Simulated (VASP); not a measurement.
# HfS2 (P-3m1) in VASP: further runs

The runs below take HfS2 through single point, with PBE.

All numbers are computed with VASP 6.6.1; they aren't measurements. Logs are shortened: lines on timing, memory, paths and dates and some standing lists are left out, and cuts for length are marked.

### Step 1. The cell of the first run

Symmetry: P-3m1, No. 164, trigonal system. The conventional cell has a = 3.594 Å, b = 3.594 Å, c = 5.908 Å, α = 90.00°, β = 90.00°, γ = 120.00°. Hf (site symmetry -3m) has 6 S at 2.53 Å within 3.3 Å. Within 3.3 Å of S (site symmetry 3m) lie 3 Hf at 2.53 Å.

### Step 2. Single point, PBE (epitaxial xy strain -1.0%)

INCAR reads:

```
PREC     = Accurate       # precision mode
ENCUT    = 500            # plane-wave cutoff, eV
EDIFF    = 1E-6           # SCF threshold, eV
ISMEAR   = 0              # smearing method
SIGMA    = 0.01           # smearing width, eV
LREAL    = False          # projectors in reciprocal space
LASPH    = True           # aspherical terms in the spheres
NELM     = 120            # most SCF steps
ALGO     = Normal         # electronic algorithm
ISIF     = 2              # what is computed and relaxed
LWAVE    = False          # write WAVECAR
LCHARG   = False          # write CHGCAR
GGA      = PE             # functional
NBANDS   = 18             # bands
GGA_COMPAT= False
```

KPOINTS reads:

```
regular mesh
0
Gamma
  6 6 2
```

POSCAR reads:

```
HfS2
1.0
    3.5939929989      0.0000000000      0.0000000000
   -1.7969964994      3.1124892381      0.0000000000
    0.0000000000      0.0000000000      5.9077499414
Hf S
1 2
Direct
    0.0000000000      0.0000000000      0.0000000000
    0.3333333333      0.6666666667      0.2461223942
    0.6666666667      0.3333333333      0.7538776058
```

Potentials or basis: VASP PAW PBE potentials, release 64 (Hf_pv, S).

Launch:

```sh
$ cat potpaw_PBE.64/Hf_pv/POTCAR potpaw_PBE.64/S/POTCAR > POTCAR
$ mpirun -np 1 vasp_std > vasp.out
```

OUTCAR:

```text
PREC = Accurate
   ENCUT = 500
   EDIFF = 1E-6
   ISMEAR = 0
   LREAL = False
   LASPH = True
   NELM = 120
   ISIF = 2
   GGA = PE

 ion  position               nearest neighbor table
   1  0.000  0.000  0.000-   2 2.53   3 2.53   3 2.53   2 2.53   3 2.53   2 2.53
   2  0.333  0.667  0.246-   1 2.53   1 2.53   1 2.53
   3  0.667  0.333  0.754-   1 2.53   1 2.53   1 2.53

  LATTYP: Found a hexagonal cell.
 ALAT       =     3.5939929989
 C/A-ratio  =     1.6437844880

  Lattice vectors:

 A1 = (   3.5939929989,   0.0000000000,   0.0000000000)
 A2 = (  -1.7969964994,   3.1124892381,   0.0000000000)
 A3 = (   0.0000000000,   0.0000000000,   5.9077499414)

Analysis of symmetry for initial positions (statically):
=====================================================================
 Subroutine PRICEL returns:
 Original cell was already a primitive cell.

 Routine SETGRP: Setting up the symmetry group for a
 hexagonal supercell.

 Subroutine GETGRP returns: Found 12 space group operations
 (whereof 12 operations were pure point group operations)
 out of a pool of 24 trial point group operations.

The static configuration has the point symmetry D_3d.

Analysis of symmetry for dynamics (positions and initial velocities):
=====================================================================
 Subroutine PRICEL returns:
 Original cell was already a primitive cell.

 Routine SETGRP: Setting up the symmetry group for a
 hexagonal supercell.

 Subroutine GETGRP returns: Found 12 space group operations
 (whereof 12 operations were pure point group operations)
 out of a pool of 24 trial point group operations.

The dynamic configuration has the point symmetry D_3d.

 Subroutine INISYM returns: Found 12 space group operations
 (whereof 12 operations are pure point group operations),
 and found     1 'primitive' translations

----------------------------------------------------------------------------------------

                                     Primitive cell

  volume of cell :      66.0857

  direct lattice vectors                    reciprocal lattice vectors
     3.593992999  0.000000000  0.000000000     0.278242056  0.160643126  0.000000000
    -1.796996499  3.112489238  0.000000000     0.000000000  0.321286251  0.000000000
     0.000000000  0.000000000  5.907749941     0.000000000  0.000000000  0.169269182

  length of vectors
     3.593992999  3.593992999  5.907749941     0.321286251  0.321286251  0.169269182

  position of ions in fractional coordinates (direct lattice)
     0.000000000  0.000000000  0.000000000
     0.333333333  0.666666667  0.246122394
     0.666666667  0.333333333  0.753877606

  ion indices of the primitive-cell ions
   primitive index   ion index
                 1           1
                 2           2
                 3           3

----------------------------------------------------------------------------------------

 KPOINTS: regular mesh

Automatic generation of k-mesh.
 Grid dimensions read from file:
 generate k-points for:    6    6    2

 Generating k-lattice:

  Cartesian coordinates                     Fractional coordinates (reciprocal lattice)
     0.046373676  0.026773854  0.000000000     0.166666667  0.000000000  0.000000000
     0.000000000  0.053547709  0.000000000     0.000000000  0.166666667  0.000000000
     0.000000000  0.000000000  0.084634591     0.000000000  0.000000000  0.500000000

  Length of vectors
     0.053547709  0.053547709  0.084634591

  Shift w.r.t. Gamma in fractional coordinates (k-lattice)
     0.000000000  0.000000000  0.000000000

 Subroutine IBZKPT returns following result:
 ===========================================

 Found     14 irreducible k-points:

 Following reciprocal coordinates:
            Coordinates               Weight
  0.000000  0.000000  0.000000      1.000000
  0.166667  0.000000  0.000000      6.000000
  0.333333  0.000000  0.000000      6.000000
  0.500000 -0.000000  0.000000      3.000000
  0.166667  0.166667  0.000000      6.000000
  0.333333  0.166667  0.000000     12.000000
  0.333333  0.333333  0.000000      2.000000
  0.000000  0.000000  0.500000      1.000000
  0.166667  0.000000  0.500000      6.000000
  0.333333  0.000000  0.500000      6.000000
  0.500000 -0.000000  0.500000      3.000000
  0.166667  0.166667  0.500000      6.000000
  0.333333  0.166667  0.500000     12.000000
  0.333333  0.333333  0.500000      2.000000
   k-points           NKPTS =     14   k-points in BZ     NKDIM =     14   number of bands    NBANDS=     18
   number of dos      NEDOS =    301   number of ions     NIONS =      3
   total plane-waves  NPLWV =  37632
   dimension x,y,z NGX =    28 NGY =   28 NGZ =   48
   dimension x,y,z NGXF=    56 NGYF=   56 NGZF=   96
   ions per type =               1   2
   NGX,Y,Z   is equivalent  to a cutoff of  12.95, 12.95, 13.51 a.u.
   NGXF,Y,Z  is equivalent  to a cutoff of  25.90, 25.90, 27.01 a.u.
 SYSTEM =  unknown system
   PREC   = accura    normal or accurate (medium, high low for compatibility)
   ISTART =      0    job   : 0-new  1-cont  2-samecut
   ICHARG =      2    charge: 1-file 2-atom 10-const
   ISPIN  =      1    spin polarized calculation?
   LNONCOLLINEAR =      F non collinear calculations
   LSORBIT =      F    spin-orbit coupling
   LASPH  =      T    aspherical Exc in radial PAW
   ENCUT  =  500.0 eV  36.75 Ry    6.06 a.u.   6.55  6.55 10.77*2*pi/ulx,y,z
   NELM   =    120;   NELMIN=  2; NELMDL= -5     # of ELM steps
   EDIFF  = 0.1E-05   stopping-criterion for ELM
   LREAL  =      F    real-space projection
   EDIFFG = 0.1E-04   stopping-criterion for IOM
   NSW    =      0    number of steps for IOM
   IBRION =     -1    ionic relax: 0-MD 1-quasi-New 2-CG
   NFREE  =      0    steps in history (QN), initial steepest desc. (CG)
   ISIF   =      2    stress and relaxation
   ISYM   =      2    0-nonsym 1-usesym 2-fastsym
   POTIM  = 0.5000    time-step for ionic-motion
   TEBEG  =    0.0;   TEEND  =   0.0 temperature during run
   PSTRESS=    0.0 pullay stress
   NELECT =      22.0000    total number of electrons
   NUPDOWN=      -1.0000    fix difference up-down
   EMIN   =  10.00;   EMAX   =-10.00  energy-range for DOS
   EFERMI =   0.00;   METHOD = LEGACY
   ISMEAR =     0;   SIGMA  =   0.01  broadening in eV -4-tet -1-fermi 0-gaus
   EFERMI_NEDOS =   21; number of points for ismear=-14 and -15
   IALGO  =     38    algorithm
   IMIX   =      4    mixing-type and parameters
     AMIX     =   0.40;   BMIX     =  1.00
     AMIX_MAG =   1.60;   BMIX_MAG =  1.00
  volume/ion in A,a.u.               =      22.03       148.66
  Fermi-wavevector in a.u.,A,eV,Ry     =   1.134610  2.144102 17.515326  1.287340
  Thomas-Fermi vector in A             =   2.271314
   LORBIT       =      0    0 simple, 1 ext, 2 COOP (PROOUT), +10 PAW based schemes
   GGA     = PE    functional components
   LHFCALC =     F    Hartree Fock is set to
   AEXX    =    0.0000 exact exchange contribution
   IVDW    =     0    specifies the selected vdW correction
   LEPSILON=     F    determine dielectric tensor
   LRPA    =     F    only Hartree local field effects (RPA)
 non-spin polarized calculation
 Gauss-broadening in eV      SIGMA  =   0.01
  energy-cutoff  :      500.00
  volume of cell :       66.09
 maximum number of plane-waves:      1713
 NGX is ok and might be reduce to    28
   NGX = 13   NGY = 13   NGZ = 21

 number of electron      22.0000001 magnetization

 Free energy of the ion-electron system (eV)
  ---------------------------------------------------
  ext. energy  EPLUGINS =         0.00000000
  ---------------------------------------------------
  free energy    TOTEN  =       -22.86322048 eV

  energy without entropy =      -22.86322048  energy(sigma->0) =      -22.86322048

 E-fermi :   3.4813     XC(G=0):  -9.7073

 val. band max:        3.3722257884   @ k =   0.0000   0.0000   0.0000
 cond. band min:       4.3895616119   @ k =   0.5000  -0.0000   0.5000
 fundamental gap:      1.0173358235
 Fermi energy:         3.4812570101

 k-point     1 :       0.0000    0.0000    0.0000
  band No.  band energies     occupation
      1     -27.3035      2.00000
      2     -27.1809      2.00000
      3     -27.1809      2.00000
      4      -9.7657      2.00000
      5      -8.0306      2.00000
      6      -1.4608      2.00000
[... 10 lines left out ...]
     17       9.0374      0.00000
     18       9.2425      0.00000

 k-point     2 :       0.1667    0.0000    0.0000
  band No.  band energies     occupation
      1     -27.2930      2.00000
      2     -27.2353      2.00000
      3     -27.1932      2.00000
      4      -9.4433      2.00000
      5      -8.0756      2.00000
      6      -1.0608      2.00000
[... 10 lines left out ...]
     17      10.2866      0.00000
     18      10.9549      0.00000

 k-point     3 :       0.3333    0.0000    0.0000
  band No.  band energies     occupation
      1     -27.3425      2.00000
      2     -27.2712      2.00000
      3     -27.2175      2.00000
      4      -8.7342      2.00000
      5      -8.1353      2.00000
      6      -0.7369      2.00000
[... 10 lines left out ...]
     17      10.8239      0.00000
     18      11.3262      0.00000

 k-point     4 :       0.5000   -0.0000    0.0000
  band No.  band energies     occupation
      1     -27.3947      2.00000
      2     -27.2605      2.00000
      3     -27.2296      2.00000
      4      -8.4456      2.00000
      5      -8.0204      2.00000
      6      -1.5277      2.00000
[... 165 lines left out ...]
      4      -8.7024      2.00000
      5      -8.3811      2.00000
      6      -0.4704      2.00000
[... 10 lines left out ...]
     17      11.3873      0.00000
     18      12.1410      0.00000

 k-point    13 :       0.3333    0.1667    0.5000
  band No.  band energies     occupation
      1     -27.3670      2.00000
      2     -27.2621      2.00000
      3     -27.2567      2.00000
      4      -8.3948      2.00000
      5      -8.0703      2.00000
      6      -1.1222      2.00000
[... 10 lines left out ...]
     17      10.8152      0.00000
     18      10.9698      0.00000

 k-point    14 :       0.3333    0.3333    0.5000
  band No.  band energies     occupation
      1     -27.3289      2.00000
      2     -27.3289      2.00000
      3     -27.2557      2.00000
      4      -8.1320      2.00000
      5      -8.1320      2.00000
      6      -0.3479      2.00000
[... 10 lines left out ...]
     17      11.7866      0.00000
     18      12.2137      0.00000

------------------------ aborting loop because EDIFF is reached ----------------------------------------

  FORCE on cell =-STRESS in cart. coord.  units (eV):
  Direction    XX          YY          ZZ          XY          YZ          ZX
  --------------------------------------------------------------------------------------
  -------------------------------------------------------------------------------------
  Total        1.3070894      1.3070894      0.9404896      0.0000000      0.0000000     -0.0000000
  in kB       31.6890107     31.6890107     22.8011836      0.0000000      0.0000000     -0.0000000
  external PRESSURE =      28.7264017 kB  Pullay stress =       0.0000000 kB

 VOLUME and BASIS-vectors are now :
 -----------------------------------------------------------------------------
  energy-cutoff  :      500.00
  volume of cell :       66.09
      direct lattice vectors                 reciprocal lattice vectors
     3.593992999  0.000000000  0.000000000     0.278242056  0.160643126  0.000000000
    -1.796996499  3.112489238  0.000000000     0.000000000  0.321286251  0.000000000
     0.000000000  0.000000000  5.907749941     0.000000000  0.000000000  0.169269182

 POSITION                                       TOTAL-FORCE (eV/Angst)
 -----------------------------------------------------------------------------------
      0.00000      0.00000      0.00000         0.000000      0.000000      0.000000
     -0.00000      2.07499      1.45403        -0.000000      0.000000      0.050896
      1.79700      1.03750      4.45372         0.000000     -0.000000     -0.050896
 -----------------------------------------------------------------------------------
    total drift:                                0.000000     -0.000000      0.000000

  FREE ENERGIE OF THE ION-ELECTRON SYSTEM (eV)
  ---------------------------------------------------
  free  energy   TOTEN  =       -22.8632204755 eV

  energy  without entropy=      -22.8632204755  energy(sigma->0) =      -22.86322048
```

Wall time 25 s (1 thread of Intel Xeon 8259CL, shared host); peak memory 0.18 GiB.

What came out:

```yaml
Free_energy: -22.8632 eV
Pressure: 2.9 GPa
Largest_force: 0.051 eV/Å
Band_gap_on_the_k_mesh: 1.02 eV (least direct gap 1.91 eV)
```

Forces in eV/Å, atoms in the order of the input:
```
Hf   0.000  0.000  0.000
S    0.000  0.000  0.051
S    0.000  0.000 -0.051
```

Caveat: the k points lie up to 0.53 Å⁻¹ apart; the cell differs from its parent crystal (epitaxial xy strain -1.0%); spin-orbit coupling is left out, which moves the levels of the heavy elements; this functional lacks dispersion, which binds the layers, so the pressure and a relaxed spacing across them are unreliable. A k mesh can miss the band edges.

### Step 3. Single point, PBE (epitaxial xy strain +1.0%)

INCAR reads:

```
ALGO = Normal ; EDIFF = 1E-6
ENCUT = 500 ; GGA = PE
GGA_COMPAT = False ; ISIF = 2
ISMEAR = 0 ; LASPH = True
LCHARG = False ; LREAL = False
LWAVE = False ; NBANDS = 18
NELM = 120 ; PREC = Accurate
SIGMA = 0.01
```

KPOINTS reads:

```
k-points
0
Gamma
  6 6 2
```

POSCAR reads:

```
HfS2
1.0
    3.6665989181      0.0000000000      0.0000000000
   -1.8332994590      3.1753678085      0.0000000000
    0.0000000000      0.0000000000      5.8489663599
Hf S
1 2
Direct
    0.0000000000      0.0000000000      0.0000000000
    0.3333333333      0.6666666667      0.2430333028
    0.6666666667      0.3333333333      0.7569666972
```

Potentials or basis: VASP PAW PBE potentials, release 64 (Hf_pv, S).

Launch:

```sh
$ cat potpaw_PBE.64/Hf_pv/POTCAR potpaw_PBE.64/S/POTCAR > POTCAR
$ mpirun -np 1 vasp_std > vasp.out
```

OUTCAR:

```text
EDIFF = 1E-6
   ENCUT = 500
   GGA = PE
   ISIF = 2
   ISMEAR = 0
   LASPH = True
   LREAL = False
   NELM = 120
   PREC = Accurate

 ion  position               nearest neighbor table
   1  0.000  0.000  0.000-   2 2.55   3 2.55   2 2.55   3 2.55   3 2.55   2 2.55
   2  0.333  0.667  0.243-   1 2.55   1 2.55   1 2.55
   3  0.667  0.333  0.757-   1 2.55   1 2.55   1 2.55

  LATTYP: Found a hexagonal cell.
[... 476 lines left out ...]
------------------------ aborting loop because EDIFF is reached ----------------------------------------

  FORCE on cell =-STRESS in cart. coord.  units (eV):
  Direction    XX          YY          ZZ          XY          YZ          ZX
  --------------------------------------------------------------------------------------
  -------------------------------------------------------------------------------------
  Total       -0.1075203     -0.1075203      0.9016578     -0.0000000      0.0000000     -0.0000000
  in kB       -2.5296741     -2.5296741     21.2136673     -0.0000000      0.0000000     -0.0000000
  external PRESSURE =       5.3847731 kB  Pullay stress =       0.0000000 kB

 VOLUME and BASIS-vectors are now :
 -----------------------------------------------------------------------------
  energy-cutoff  :      500.00
  volume of cell :       68.10
      direct lattice vectors                 reciprocal lattice vectors
     3.666598918  0.000000000  0.000000000     0.272732312  0.157462074  0.000000000
    -1.833299459  3.175367808  0.000000000     0.000000000  0.314924147  0.000000000
     0.000000000  0.000000000  5.848966360     0.000000000  0.000000000  0.170970380

 POSITION                                       TOTAL-FORCE (eV/Angst)
 -----------------------------------------------------------------------------------
      0.00000      0.00000      0.00000         0.000000      0.000000      0.000000
     -0.00000      2.11691      1.42149         0.000000      0.000000      0.034612
      1.83330      1.05846      4.42747        -0.000000     -0.000000     -0.034612
 -----------------------------------------------------------------------------------
    total drift:                                0.000000      0.000000      0.000000

  FREE ENERGIE OF THE ION-ELECTRON SYSTEM (eV)
  ---------------------------------------------------
  free  energy   TOTEN  =       -22.8767021539 eV

  energy  without entropy=      -22.8767021539  energy(sigma->0) =      -22.87670215
```

OSZICAR:

```text
N       E                     dE             d eps       ncg     rms          rms(c)
DAV:   1     0.865247620198E+02    0.86525E+02   -0.10505E+04   504   0.104E+03
DAV:   2    -0.196799584894E+02   -0.10620E+03   -0.10367E+03   638   0.231E+02
DAV:   3    -0.247040607449E+02   -0.50241E+01   -0.50050E+01   672   0.435E+01
DAV:   4    -0.247598139428E+02   -0.55753E-01   -0.55715E-01   684   0.537E+00
DAV:   5    -0.247609587615E+02   -0.11448E-02   -0.11447E-02   688   0.714E-01    0.482E+01
DAV:   6    -0.229735584676E+02    0.17874E+01   -0.43420E+00   562   0.101E+01    0.359E+01
DAV:   7    -0.229386743707E+02    0.34884E-01   -0.16319E+00   600   0.712E+00    0.430E+00
DAV:   8    -0.228796352178E+02    0.59039E-01   -0.28415E-01   538   0.286E+00    0.164E+00
DAV:   9    -0.228765260392E+02    0.31092E-02   -0.26532E-02   614   0.958E-01    0.746E-01
DAV:  10    -0.228766305443E+02   -0.10451E-03   -0.32195E-03   574   0.293E-01    0.418E-01
DAV:  11    -0.228766944620E+02   -0.63918E-04   -0.93039E-05   670   0.712E-02    0.872E-02
DAV:  12    -0.228767000412E+02   -0.55792E-05   -0.18835E-05   562   0.231E-02    0.191E-02
DAV:  13    -0.228767019538E+02   -0.19126E-05   -0.49025E-06   604   0.116E-02    0.271E-03
DAV:  14    -0.228767021539E+02   -0.20013E-06   -0.78194E-07   492   0.493E-03
   1 F= -.22876702E+02 E0= -.22876702E+02  d E =-.650980E-18
```

stdout:

```text
POSCAR found type information on POSCAR HfS
 POSCAR found :  2 types and       3 ions
 scaLAPACK will be used
 LDA part: xc-table for (Slater+PW92), standard interpolation
 POSCAR, INCAR and KPOINTS ok, starting setup
 FFT: planning ... GRIDC
 FFT: planning ... GRID_SOFT
 FFT: planning ... GRID
 WAVECAR not read
 entering main loop
```

It took 28 s on 1 thread of Intel Xeon 8259CL, shared host; peak memory 0.18 GiB.

What came out:

```yaml
Free_energy: -22.8767 eV
Pressure: 0.5 GPa
Largest_force: 0.035 eV/Å
Band_gap_on_the_k_mesh: 1.10 eV (least direct gap 1.87 eV)
```

Forces on the atoms (eV/Å):
```
Hf   0.000  0.000  0.000
S    0.000  0.000  0.035
S    0.000  0.000 -0.035
```

Caveat: the k points lie up to 0.54 Å⁻¹ apart; the cell differs from its parent crystal (epitaxial xy strain +1.0%); spin-orbit coupling is left out, which moves the levels of the heavy elements; this functional lacks dispersion, which binds the layers, so the pressure and a relaxed spacing across them are unreliable.
